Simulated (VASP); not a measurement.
# Ni (I4/mmm) in VASP: single point with LDA

Aim: the single point of Ni with LDA.

All numbers are computed with VASP 6.6.1; they aren't measurements. Logs are shortened: lines on timing, memory, paths and dates and some standing lists are left out, and cuts for length are marked.

## 1. The cell of the first run

It takes space group I4/mmm (No. 139, tetragonal). The conventional cell has a = 2.512 Å, b = 2.512 Å, c = 3.167 Å, α = 90.00°, β = 90.00°, γ = 90.00°. Ni (site symmetry 4/mmm) has 14 Ni at 2.38 to 3.17 Å within 3.2 Å.

## 2. Single point, LDA, collinear spin, ferromagnetic start

Contents of INCAR:

```
  PREC = Accurate
  ENCUT = 600
  EDIFF = 1E-6
  ISMEAR = 0
  SIGMA = 0.15
  LREAL = False
  LASPH = True
  NELM = 200
  ALGO = Normal
  ISIF = 2
  LWAVE = False
  LCHARG = False
  ISPIN = 2
  MAGMOM = 0.7
  LORBIT = 11
  LMAXMIX = 4
  NBANDS = 15
  GGA_COMPAT = False
```

Contents of KPOINTS:

```
Automatic mesh
0
Gamma
  22 22 22
```

Contents of POSCAR:

```
Ni
1.0
    0.0000000000      1.7763307580      1.5837165794
    1.7763307580      0.0000000000      1.5837165794
    1.7763307580      1.7763307580      0.0000000000
Ni
1
Direct
    0.0000000000      0.0000000000      0.0000000000
```

Potentials or basis: VASP PAW LDA potentials, release 64 (Ni).

The run is started by

```bash
$ cat potpaw_LDA.64/Ni/POTCAR > POTCAR
$ mpirun -np 1 vasp_std > vasp.out
```

OUTCAR:

```text
PREC = Accurate
   ENCUT = 600
   EDIFF = 1E-6
   ISMEAR = 0
   LREAL = False
   LASPH = True
   NELM = 200
   ISIF = 2
   ISPIN = 2
   LORBIT = 11

 ion  position               nearest neighbor table
   1  0.000  0.000  0.000-

  LATTYP: Found a body centered tetragonal cell.
 ALAT       =     2.5121110492
 C/A-ratio  =     1.2608651038

  Lattice vectors:

 A1 = (   0.0000000000,  -1.7763307580,  -1.5837165794)
 A2 = (   0.0000000000,   1.7763307580,  -1.5837165794)
 A3 = (   1.7763307580,   0.0000000000,   1.5837165794)

Analysis of symmetry for initial positions (statically):
=====================================================================
 Subroutine PRICEL returns:
 Original cell was already a primitive cell.

 Routine SETGRP: Setting up the symmetry group for a
 body centered tetragonal supercell.

 Subroutine GETGRP returns: Found 16 space group operations
 (whereof 16 operations were pure point group operations)
 out of a pool of 16 trial point group operations.

The static configuration has the point symmetry D_4h.

Analysis of symmetry for dynamics (positions and initial velocities):
=====================================================================
 Subroutine PRICEL returns:
 Original cell was already a primitive cell.

 Routine SETGRP: Setting up the symmetry group for a
 body centered tetragonal supercell.

 Subroutine GETGRP returns: Found 16 space group operations
 (whereof 16 operations were pure point group operations)
 out of a pool of 16 trial point group operations.

The dynamic configuration has the point symmetry D_4h.

Analysis of structural, dynamic, and magnetic symmetry:
=====================================================================
 Subroutine PRICEL returns:
 Original cell was already a primitive cell.

 Routine SETGRP: Setting up the symmetry group for a
 body centered tetragonal supercell.

 Subroutine GETGRP returns: Found 16 space group operations
 (whereof 16 operations were pure point group operations)
 out of a pool of 16 trial point group operations.

The overall configuration has the point symmetry D_4h.

 Subroutine INISYM returns: Found 16 space group operations
 (whereof 16 operations are pure point group operations),
 and found     1 'primitive' translations

----------------------------------------------------------------------------------------

                                     Primitive cell

  volume of cell :       9.9944

  direct lattice vectors                    reciprocal lattice vectors
     0.000000000  1.776330758  1.583716579    -0.281479110  0.281479110  0.315713055
     1.776330758  0.000000000  1.583716579     0.281479110 -0.281479110  0.315713055
     1.776330758  1.776330758  0.000000000     0.281479110  0.281479110 -0.315713055

  length of vectors
     2.379812843  2.379812843  2.512111049     0.508070577  0.508070577  0.508070577

  position of ions in fractional coordinates (direct lattice)
     0.000000000  0.000000000  0.000000000

  ion indices of the primitive-cell ions
   primitive index   ion index
                 1           1

----------------------------------------------------------------------------------------

 KPOINTS: Automatic mesh

Automatic generation of k-mesh.
 Grid dimensions read from file:
 generate k-points for:   22   22   22

 Generating k-lattice:

  Cartesian coordinates                     Fractional coordinates (reciprocal lattice)
    -0.012794505  0.012794505  0.014350593     0.045454545  0.000000000  0.000000000
     0.012794505 -0.012794505  0.014350593     0.000000000  0.045454545  0.000000000
     0.012794505  0.012794505 -0.014350593     0.000000000  0.000000000  0.045454545

  Length of vectors
     0.023094117  0.023094117  0.023094117

  Shift w.r.t. Gamma in fractional coordinates (k-lattice)
     0.000000000  0.000000000  0.000000000

 Subroutine IBZKPT returns following result:
 ===========================================

 Found    834 irreducible k-points:

 Following reciprocal coordinates:
            Coordinates               Weight
  0.000000  0.000000  0.000000      1.000000
  0.045455 -0.000000  0.000000      8.000000
  0.090909 -0.000000  0.000000      8.000000
  0.136364  0.000000  0.000000      8.000000
  0.181818  0.000000  0.000000      8.000000
  0.227273  0.000000  0.000000      8.000000
[... 16 lines left out ...]
  0.500000  0.045455  0.000000      8.000000
 -0.454545  0.045455  0.000000      8.000000
 [... further k-points ...]
   k-points           NKPTS =    834   k-points in BZ     NKDIM =    834   number of bands    NBANDS=     15
   number of dos      NEDOS =    301   number of ions     NIONS =      1
   total plane-waves  NPLWV =   8000
   dimension x,y,z NGX =    20 NGY =   20 NGZ =   20
   dimension x,y,z NGXF=    40 NGYF=   40 NGZF=   40
   ions per type =               1
   NGX,Y,Z   is equivalent  to a cutoff of  13.97, 13.97, 13.24 a.u.
   NGXF,Y,Z  is equivalent  to a cutoff of  27.94, 27.94, 26.47 a.u.
 SYSTEM =  unknown system
   PREC   = accura    normal or accurate (medium, high low for compatibility)
   ISTART =      0    job   : 0-new  1-cont  2-samecut
   ICHARG =      2    charge: 1-file 2-atom 10-const
   ISPIN  =      2    spin polarized calculation?
   LNONCOLLINEAR =      F non collinear calculations
   LSORBIT =      F    spin-orbit coupling
   LASPH  =      T    aspherical Exc in radial PAW
   ENCUT  =  600.0 eV  44.10 Ry    6.64 a.u.   4.75  4.75  5.02*2*pi/ulx,y,z
   NELM   =    200;   NELMIN=  2; NELMDL= -5     # of ELM steps
   EDIFF  = 0.1E-05   stopping-criterion for ELM
   LREAL  =      F    real-space projection
   EDIFFG = 0.1E-04   stopping-criterion for IOM
   NSW    =      0    number of steps for IOM
   IBRION =     -1    ionic relax: 0-MD 1-quasi-New 2-CG
   NFREE  =      0    steps in history (QN), initial steepest desc. (CG)
   ISIF   =      2    stress and relaxation
   ISYM   =      2    0-nonsym 1-usesym 2-fastsym
   POTIM  = 0.5000    time-step for ionic-motion
   TEBEG  =    0.0;   TEEND  =   0.0 temperature during run
   PSTRESS=    0.0 pullay stress
   NELECT =      10.0000    total number of electrons
   NUPDOWN=      -1.0000    fix difference up-down
   EMIN   =  10.00;   EMAX   =-10.00  energy-range for DOS
   EFERMI =   0.00;   METHOD = LEGACY
   ISMEAR =     0;   SIGMA  =   0.15  broadening in eV -4-tet -1-fermi 0-gaus
   EFERMI_NEDOS =   21; number of points for ismear=-14 and -15
   IALGO  =     38    algorithm
   IMIX   =      4    mixing-type and parameters
     AMIX     =   0.40;   BMIX     =  1.00
     AMIX_MAG =   1.60;   BMIX_MAG =  1.00
  volume/ion in A,a.u.               =       9.99        67.45
  Fermi-wavevector in a.u.,A,eV,Ry     =   1.637406  3.094249 36.478571  2.681099
  Thomas-Fermi vector in A             =   2.728551
   LORBIT       =     11    0 simple, 1 ext, 2 COOP (PROOUT), +10 PAW based schemes
   GGA     = CA    functional components
   LHFCALC =     F    Hartree Fock is set to
   AEXX    =    0.0000 exact exchange contribution
   IVDW    =     0    specifies the selected vdW correction
   LEPSILON=     F    determine dielectric tensor
   LRPA    =     F    only Hartree local field effects (RPA)
 spin polarized calculation
 Gauss-broadening in eV      SIGMA  =   0.15
  energy-cutoff  :      600.00
  volume of cell :        9.99
 maximum number of plane-waves:       352
   NGX =  9   NGY =  9   NGZ =  9

 number of electron      10.0000000 magnetization       0.7000000

 number of electron       9.9999997 magnetization       0.5486139

 Free energy of the ion-electron system (eV)
  ---------------------------------------------------
  ext. energy  EPLUGINS =         0.00000000
  ---------------------------------------------------
  free energy    TOTEN  =        -6.55942595 eV

  energy without entropy =       -6.53940603  energy(sigma->0) =       -6.54941599

 E-fermi :  10.2589     XC(G=0): -14.1215

 val. band max:       10.2587501045   @ k =  -0.4545   0.0455   0.1364
 cond. band min:      10.2590291372   @ k =   0.3636   0.2273   0.0000
 fundamental gap:      0.0002790327
 Fermi energy:        10.2589027112

 spin component 1

 k-point     1 :       0.0000    0.0000    0.0000
  band No.  band energies     occupation
      1       0.7067      1.00000
      2       7.5571      1.00000
      3       7.5571      1.00000
      4       8.2798      1.00000
      5       8.6021      1.00000
      6       9.3854      1.00000
      7      35.0698      0.00000
      8      38.7267      0.00000
      9      38.7267      0.00000
     10      40.4866      0.00000
     11      42.1842      0.00000
     12      42.9787      0.00000
     13      42.9787      0.00000
     14      44.9733      0.00000
[... 401 lines left out ...]
      2       7.3642      1.00000
      3       8.1271      1.00000
      4       9.1130      1.00000
      5       9.9526      0.99806
      6      10.3998      0.09195
      7      17.0794      0.00000
      8      32.3889      0.00000
      9      34.1307      0.00000
     10      37.6804      0.00000
     11      38.3216      0.00000
     12      41.4423      0.00000
     13      48.3548      0.00000
     14      55.7964      0.00000
     15      56.7224      0.00000

 [... further k-points ...]

 spin component 2

 k-point     1 :       0.0000    0.0000    0.0000
  band No.  band energies     occupation
      1       0.7519      1.00000
      2       8.1221      1.00000
      3       8.1221      1.00000
      4       8.8307      1.00000
      5       9.1255      1.00000
      6       9.8933      0.99972
      7      35.0636      0.00000
      8      38.7506      0.00000
      9      38.7506      0.00000
     10      40.5704      0.00000
     11      42.3004      0.00000
     12      43.1580      0.00000
     13      43.1580      0.00000
     14      44.9641      0.00000
[... 401 lines left out ...]
      2       7.8717      1.00000
      3       8.6002      1.00000
      4       9.4380      1.00000
      5      10.5630      0.00207
      6      10.7408      0.00000
      7      17.4146      0.00000
      8      32.3950      0.00000
      9      34.2548      0.00000
     10      37.7844      0.00000
     11      38.4604      0.00000
     12      41.5622      0.00000
     13      48.5091      0.00000
     14      56.5544      0.00000
     15      57.3101      0.00000

 [... further k-points ...]

------------------------ aborting loop because EDIFF is reached ----------------------------------------

  FORCE on cell =-STRESS in cart. coord.  units (eV):
  Direction    XX          YY          ZZ          XY          YZ          ZX
  --------------------------------------------------------------------------------------
  -------------------------------------------------------------------------------------
  Total       -0.1248850     -0.1248850      0.5092729      0.0000000      0.0000000      0.0000000
  in kB      -20.0200843    -20.0200843     81.6405677      0.0000000      0.0000000      0.0000000
  external PRESSURE =      13.8667997 kB  Pullay stress =       0.0000000 kB

 VOLUME and BASIS-vectors are now :
 -----------------------------------------------------------------------------
  energy-cutoff  :      600.00
  volume of cell :        9.99
      direct lattice vectors                 reciprocal lattice vectors
     0.000000000  1.776330758  1.583716579    -0.281479110  0.281479110  0.315713055
     1.776330758  0.000000000  1.583716579     0.281479110 -0.281479110  0.315713055
     1.776330758  1.776330758  0.000000000     0.281479110  0.281479110 -0.315713055

 POSITION                                       TOTAL-FORCE (eV/Angst)
 -----------------------------------------------------------------------------------
      0.00000      0.00000      0.00000         0.000000      0.000000      0.000000
 -----------------------------------------------------------------------------------
    total drift:                               -0.000000     -0.000000     -0.000000

  FREE ENERGIE OF THE ION-ELECTRON SYSTEM (eV)
  ---------------------------------------------------
  free  energy   TOTEN  =        -6.5594259466 eV

  energy  without entropy=       -6.5394060265  energy(sigma->0) =       -6.54941599

 total charge

# of ion       s       p       d       tot
------------------------------------------
    1        0.536   0.574   8.376   9.485

 magnetization (x)

# of ion       s       p       d       tot
------------------------------------------
    1       -0.004  -0.017   0.570   0.548
```

Wall time 5.2 min (1 thread of Oxide Virtual Turin-like, shared host); peak memory 0.28 GiB.

What came out:

- Free energy: -6.5594 eV
- Pressure: 1.4 GPa
- Net moment: 0.55 μB per cell
- Site moments: Ni +0.55 μB
- Valence electrons inside the program's atomic spheres: Ni 9.48

Caveat: the stress differs along the axes, from -2 to 8 GPa.
